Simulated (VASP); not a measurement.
# Mn3Sn (P6_3/mmc) in VASP: single point with r2SCAN

Aim: the single point of Mn3Sn with r2SCAN.

Everything below comes from runs of VASP 6.6.1. Logs are shortened: lines on timing, memory, paths and dates and some standing lists are left out, and cuts for length are marked.

**1. The cell of the first run**

It takes space group P6_3/mmc (No. 194, hexagonal). The conventional cell has a = 5.670 Å, b = 5.670 Å, c = 4.530 Å, α = 90.00°, β = 90.00°, γ = 120.00°. Mn (site symmetry mm2) has 4 Sn at 2.79 to 2.84 Å and 8 Mn at 2.80 to 2.84 Å within 3.7 Å. Within 3.7 Å of Sn (site symmetry -6m2) lie 12 Mn at 2.79 to 2.84 Å.

**2. Single point, r2SCAN**

POSCAR reads:

```
Mn3Sn
1.0
    5.6700000000      0.0000000000      0.0000000000
   -2.8350000000      4.9103640000      0.0000000000
    0.0000000000      0.0000000000      4.5300000000
Mn Sn
6 2
Direct
    0.8330000000      0.6660000000      0.2500000000
    0.1670000000      0.8330000000      0.7500000000
    0.3340000000      0.1670000000      0.2500000000
    0.1670000000      0.3340000000      0.7500000000
    0.8330000000      0.1670000000      0.2500000000
    0.6660000000      0.8330000000      0.7500000000
    0.3333333333      0.6666666667      0.2500000000
    0.6666666667      0.3333333333      0.7500000000
```

INCAR.step1 reads:

```
SYSTEM = Mn3Sn
PREC = Accurate
ENCUT = 520
ISMEAR = -1
SIGMA = 0.05
LREAL = .False.
LASPH = .True.
NELM = 80
NBANDS = 63
ISYM = 0
GGA = PE
ALGO = Normal
EDIFF = 1E-4
LWAVE = .True.
LCHARG = .False.
```

INCAR.step2 reads:

```
SYSTEM = Mn3Sn
PREC = Accurate
ENCUT = 520
EDIFF = 1E-7
ISMEAR = -1
SIGMA = 0.05
LREAL = .False.
LASPH = .True.
NELM = 80
ALGO = Normal
ISIF = 2
LWAVE = .False.
LCHARG = .False.
METAGGA = R2SCAN
LMIXTAU = .True.
NBANDS = 63
ISYM = 0
ISTART = 1
```

KPOINTS reads:

```
Automatic mesh
0
Gamma
  4 4 5
  0.5 0.5 0.5
```

Potentials or basis: VASP PAW PBE potentials, release 64 (Mn_pv, Sn_d).

Command:

```
> cat potpaw_PBE.64/Mn_pv/POTCAR potpaw_PBE.64/Sn_d/POTCAR > POTCAR
> cp INCAR.step1 INCAR
> mpirun -np 1 vasp_std > vasp.out
> cp INCAR.step2 INCAR
> mpirun -np 1 vasp_std > vasp.out
```

OUTCAR:

```text
SYSTEM = Mn3Sn
   PREC = Accurate
   ENCUT = 520
   EDIFF = 1E-7
   ISMEAR = -1
   LREAL = .False.
   LASPH = .True.
   NELM = 80
   ISIF = 2
   METAGGA = R2SCAN
   ISYM = 0
   ISTART = 1

 ion  position               nearest neighbor table
   1  0.833  0.666  0.250-   8 2.79   8 2.79   2 2.80   2 2.80   6 2.80   6 2.80   5 2.83   3 2.83
                             7 2.84   7 2.84   5 2.84   3 2.84
   2  0.167  0.833  0.750-   7 2.79   7 2.79   3 2.80   3 2.80   1 2.80   1 2.80   4 2.83   6 2.83
                             8 2.84   8 2.84   4 2.84   6 2.84
   3  0.334  0.167  0.250-   8 2.79   8 2.79   2 2.80   2 2.80   4 2.80   4 2.80   1 2.83   5 2.83
                             7 2.84   7 2.84   1 2.84   5 2.84
   4  0.167  0.334  0.750-   7 2.79   7 2.79   3 2.80   3 2.80   5 2.80   5 2.80   2 2.83   6 2.83
                             8 2.84   8 2.84   2 2.84   6 2.84
   5  0.833  0.167  0.250-   8 2.79   8 2.79   6 2.80   6 2.80   4 2.80   4 2.80   1 2.83   3 2.83
                             7 2.84   7 2.84   1 2.84   3 2.84
   6  0.666  0.833  0.750-   7 2.79   7 2.79   5 2.80   5 2.80   1 2.80   1 2.80   4 2.83   2 2.83
                             8 2.84   8 2.84   4 2.84   2 2.84
   7  0.333  0.667  0.250-   4 2.79   4 2.79   2 2.79   2 2.79   6 2.79   6 2.79   3 2.84   5 2.84
                             5 2.84   3 2.84   1 2.84   1 2.84
   8  0.667  0.333  0.750-   1 2.79   1 2.79   5 2.79   5 2.79   3 2.79   3 2.79   6 2.84   2 2.84
                             2 2.84   6 2.84   4 2.84   4 2.84

IMPORTANT INFORMATION: All symmetrisations will be switched off!
NOSYMM: (Re-)initialisation of all symmetry stuff for point group C_1.

----------------------------------------------------------------------------------------

                                     Primitive cell

  volume of cell :     126.1232

  direct lattice vectors                    reciprocal lattice vectors
     5.670000000  0.000000000  0.000000000     0.176366843  0.101825445  0.000000000
    -2.835000000  4.910364000  0.000000000     0.000000000  0.203650890  0.000000000
     0.000000000  0.000000000  4.530000000     0.000000000  0.000000000  0.220750552

  length of vectors
     5.670000000  5.669999966  4.530000000     0.203650889  0.203650890  0.220750552

  position of ions in fractional coordinates (direct lattice)
     0.833000000  0.666000000  0.250000000
     0.167000000  0.833000000  0.750000000
     0.334000000  0.167000000  0.250000000
     0.167000000  0.334000000  0.750000000
     0.833000000  0.167000000  0.250000000
     0.666000000  0.833000000  0.750000000
     0.333333333  0.666666667  0.250000000
     0.666666667  0.333333333  0.750000000

  ion indices of the primitive-cell ions
   primitive index   ion index
                 1           1
                 2           2
                 3           3
                 4           4
                 5           5
                 6           6
                 7           7
                 8           8

----------------------------------------------------------------------------------------

 KPOINTS: Automatic mesh

Automatic generation of k-mesh.
 Grid dimensions read from file:
 generate k-points for:    4    4    5

 Generating k-lattice:

  Cartesian coordinates                     Fractional coordinates (reciprocal lattice)
     0.044091711  0.025456361  0.000000000     0.250000000  0.000000000  0.000000000
     0.000000000  0.050912723  0.000000000     0.000000000  0.250000000  0.000000000
     0.000000000  0.000000000  0.044150110     0.000000000  0.000000000  0.200000000

  Length of vectors
     0.050912722  0.050912723  0.044150110

  Shift w.r.t. Gamma in fractional coordinates (k-lattice)
     0.500000000  0.500000000  0.500000000

 Subroutine IBZKPT returns following result:
 ===========================================

 Found    120 irreducible k-points:

 Following reciprocal coordinates:
            Coordinates               Weight
  0.125000  0.125000  0.100000      2.000000
 -0.125000  0.250000  0.100000      2.000000
 -0.250000  0.125000  0.100000      2.000000
 -0.125000 -0.125000  0.100000      2.000000
  0.125000 -0.250000  0.100000      2.000000
  0.250000 -0.125000  0.100000      2.000000
[... 16 lines left out ...]
  0.125000  0.250000  0.100000      2.000000
 -0.250000  0.375000  0.100000      2.000000
 [... further k-points ...]
   k-points           NKPTS =    120   k-points in BZ     NKDIM =    120   number of bands    NBANDS=     63
   number of dos      NEDOS =    301   number of ions     NIONS =      8
   total plane-waves  NPLWV =  63504
   dimension x,y,z NGX =    42 NGY =   42 NGZ =   36
   dimension x,y,z NGXF=    84 NGYF=   84 NGZF=   72
   ions per type =               6   2
   NGX,Y,Z   is equivalent  to a cutoff of  12.31, 12.31, 13.21 a.u.
   NGXF,Y,Z  is equivalent  to a cutoff of  24.63, 24.63, 26.42 a.u.
 SYSTEM =  Mn3Sn
   PREC   = accura    normal or accurate (medium, high low for compatibility)
   ISTART =      1    job   : 0-new  1-cont  2-samecut
   ICHARG =      0    charge: 1-file 2-atom 10-const
   ISPIN  =      1    spin polarized calculation?
   LNONCOLLINEAR =      F non collinear calculations
   LSORBIT =      F    spin-orbit coupling
   LASPH  =      T    aspherical Exc in radial PAW
   ENCUT  =  520.0 eV  38.22 Ry    6.18 a.u.  10.54 10.54  8.42*2*pi/ulx,y,z
   NELM   =     80;   NELMIN=  2; NELMDL=  0     # of ELM steps
   EDIFF  = 0.1E-06   stopping-criterion for ELM
   LREAL  =      F    real-space projection
   EDIFFG = 0.1E-05   stopping-criterion for IOM
   NSW    =      0    number of steps for IOM
   IBRION =     -1    ionic relax: 0-MD 1-quasi-New 2-CG
   NFREE  =      0    steps in history (QN), initial steepest desc. (CG)
   ISIF   =      2    stress and relaxation
   ISYM   =      0    0-nonsym 1-usesym 2-fastsym
   POTIM  = 0.5000    time-step for ionic-motion
   TEBEG  =    0.0;   TEEND  =   0.0 temperature during run
   PSTRESS=    0.0 pullay stress
   NELECT =     106.0000    total number of electrons
   NUPDOWN=      -1.0000    fix difference up-down
   EMIN   =  10.00;   EMAX   =-10.00  energy-range for DOS
   EFERMI =   0.00;   METHOD = LEGACY
   ISMEAR =    -1;   SIGMA  =   0.05  broadening in eV -4-tet -1-fermi 0-gaus
   EFERMI_NEDOS =   21; number of points for ismear=-14 and -15
   IALGO  =     38    algorithm
   IMIX   =      4    mixing-type and parameters
     AMIX     =   0.40;   BMIX     =  1.00
     AMIX_MAG =   1.60;   BMIX_MAG =  1.00
  volume/ion in A,a.u.               =      15.77       106.39
  Fermi-wavevector in a.u.,A,eV,Ry     =   1.544941  2.919515 32.474952  2.386842
  Thomas-Fermi vector in A             =   2.650390
   LORBIT       =      0    0 simple, 1 ext, 2 COOP (PROOUT), +10 PAW based schemes
   METAGGA = R2SCAN    functional components
   LHFCALC =     F    Hartree Fock is set to
   AEXX    =    0.0000 exact exchange contribution
   IVDW    =     0    specifies the selected vdW correction
   LEPSILON=     F    determine dielectric tensor
   LRPA    =     F    only Hartree local field effects (RPA)
 non-spin polarized calculation
  energy-cutoff  :      520.00
  volume of cell :      126.12
 maximum number of plane-waves:      3421
   NGX = 21   NGY = 21   NGZ = 17

 number of electron     106.0000138 magnetization

 Free energy of the ion-electron system (eV)
  ---------------------------------------------------
  ext. energy  EPLUGINS =         0.00000000
  ---------------------------------------------------
  free energy    TOTEN  =      -129.46943246 eV

  energy without entropy =     -129.30240835  energy(sigma->0) =     -129.38592041

 E-fermi :   8.5571     XC(G=0): -13.3272

 val. band max:        8.5438976378   @ k =  -0.1250   0.1250   0.3000
 cond. band min:       8.5578249445   @ k =   0.1250  -0.3750   0.5000
 fundamental gap:      0.0139273066
 Fermi energy:         8.5570572612

 k-point     1 :       0.1250    0.1250    0.1000
  band No.  band energies     occupation
      1     -41.2392      2.00000
      2     -41.2160      2.00000
      3     -41.1994      2.00000
      4     -41.1959      2.00000
      5     -41.1826      2.00000
      6     -41.1697      2.00000
[... 55 lines left out ...]
     62       9.3478      0.00000
     63       9.8788      0.00000

 k-point     2 :      -0.1250    0.2500    0.1000
  band No.  band energies     occupation
      1     -41.2392      2.00000
      2     -41.2161      2.00000
      3     -41.1994      2.00000
      4     -41.1959      2.00000
      5     -41.1827      2.00000
      6     -41.1697      2.00000
[... 55 lines left out ...]
     62       9.3478      0.00000
     63       9.8788      0.00000

 k-point     3 :      -0.2500    0.1250    0.1000
  band No.  band energies     occupation
      1     -41.2392      2.00000
      2     -41.2161      2.00000
      3     -41.1994      2.00000
      4     -41.1959      2.00000
      5     -41.1827      2.00000
      6     -41.1697      2.00000
[... 1375 lines left out ...]
     62       9.7060      0.00000
     63       9.9994      0.00000

 k-point    24 :      -0.2500    0.3750    0.1000
  band No.  band energies     occupation
      1     -41.2360      2.00000
      2     -41.2048      2.00000
      3     -41.1990      2.00000
      4     -41.1936      2.00000
      5     -41.1767      2.00000
      6     -41.1665      2.00000
[... 55 lines left out ...]
     62       9.7060      0.00000
     63       9.9992      0.00000

 [... further k-points ...]

------------------------ aborting loop because EDIFF is reached ----------------------------------------

  FORCE on cell =-STRESS in cart. coord.  units (eV):
  Direction    XX          YY          ZZ          XY          YZ          ZX
  --------------------------------------------------------------------------------------
  -------------------------------------------------------------------------------------
  Total      -22.9690666    -22.9669275    -20.9913204      0.0019306     -0.0000001     -0.0000003
  in kB     -291.7823259   -291.7551524   -266.6584756      0.0245251     -0.0000012     -0.0000034
  external PRESSURE =    -283.3986513 kB  Pullay stress =       0.0000000 kB

 VOLUME and BASIS-vectors are now :
 -----------------------------------------------------------------------------
  energy-cutoff  :      520.00
  volume of cell :      126.12
      direct lattice vectors                 reciprocal lattice vectors
     5.670000000  0.000000000  0.000000000     0.176366843  0.101825445  0.000000000
    -2.835000000  4.910364000  0.000000000     0.000000000  0.203650890  0.000000000
     0.000000000  0.000000000  4.530000000     0.000000000  0.000000000  0.220750552

 POSITION                                       TOTAL-FORCE (eV/Angst)
 -----------------------------------------------------------------------------------
      2.83500      3.27030      1.13250        -0.000049      0.562152     -0.000002
     -1.41466      4.09033      3.39750        -0.486759      0.281025     -0.000000
      1.42034      0.82003      1.13250        -0.486873     -0.281041      0.000002
      0.00000      1.64006      3.39750         0.000050     -0.562185      0.000002
      4.24966      0.82003      1.13250         0.486741     -0.281017     -0.000000
      1.41466      4.09033      3.39750         0.486878      0.281025     -0.000002
     -0.00000      3.27358      1.13250        -0.000035      0.000046     -0.000000
      2.83500      1.63679      3.39750         0.000048     -0.000005     -0.000000
 -----------------------------------------------------------------------------------
    total drift:                                0.000010      0.000004     -0.000000

  FREE ENERGIE OF THE ION-ELECTRON SYSTEM (eV)
  ---------------------------------------------------
  free  energy   TOTEN  =      -129.4694324624 eV

  energy  without entropy=     -129.3024083504  energy(sigma->0) =     -129.38592041
```

It took 76 min on 1 thread of AMD EPYC 9R45 (Zen 5), shared host; peak memory 0.74 GiB.

Results:

```yaml
Free_energy: -129.4694 eV
Pressure: -28.3 GPa
Largest_force: 0.562 eV/Å
Band_gap_on_the_k_mesh: zero (bands 53 and 54 overlap by 0.26 eV)
```

Forces in eV/Å, atoms in the order of the input:
```
Mn   0.000  0.562  0.000
Mn  -0.487  0.281  0.000
Mn  -0.487 -0.281  0.000
Mn   0.000 -0.562  0.000
Mn   0.487 -0.281  0.000
Mn   0.487  0.281  0.000
Sn   0.000  0.000  0.000
Sn   0.000  0.000  0.000
```

Stress tensor (GPa, compression positive):
```
-29.18   0.00   0.00
  0.00 -29.18   0.00
  0.00   0.00 -26.67
```

Caveat: the cell stands under tension; the PAW data sets were made with another functional, which shifts forces and pressure a little; spin-orbit coupling is left out, which moves the levels of the heavy elements; the run has no spin polarisation, though such a crystal can be magnetic.
